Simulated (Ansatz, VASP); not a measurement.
# Two plane-wave programs on Sb

```xyz
2
Lattice="0.0000 3.5392 3.5392 3.5392 0.0000 3.5392 3.5392 3.5392 0.0000" Properties=species:S:1:pos:R:3 pbc="T T T"
Sb    0.8848    0.8848    0.8848
Sb    6.1935    6.1935    6.1935
```

Alike in both runs: task single point; functional RPBE; k mesh 9 × 9 × 9; occupations fermi-dirac, width 0.1 eV; no spin polarisation.

```csv
,VASP,Ansatz
version,VASP 6.6.1,Ansatz 0.2.0
potentials or method,"VASP PAW PBE potentials, release 64 (Sb), cutoff 520 eV","plane waves (420 eV) with PAW, scalar-relativistic"
valence electrons in the cell,10,30
```

```tsv
	VASP	Ansatz	Ansatz less VASP
pressure (GPa)	-0.1	0.0	+0.02
```

VASP's potentials were made for PBE, not for RPBE. VASP's potentials hold 10 valence electrons a cell and Ansatz's 30, so a difference there can come from the potentials and not from the codes.

Spin-orbit coupling is off throughout.
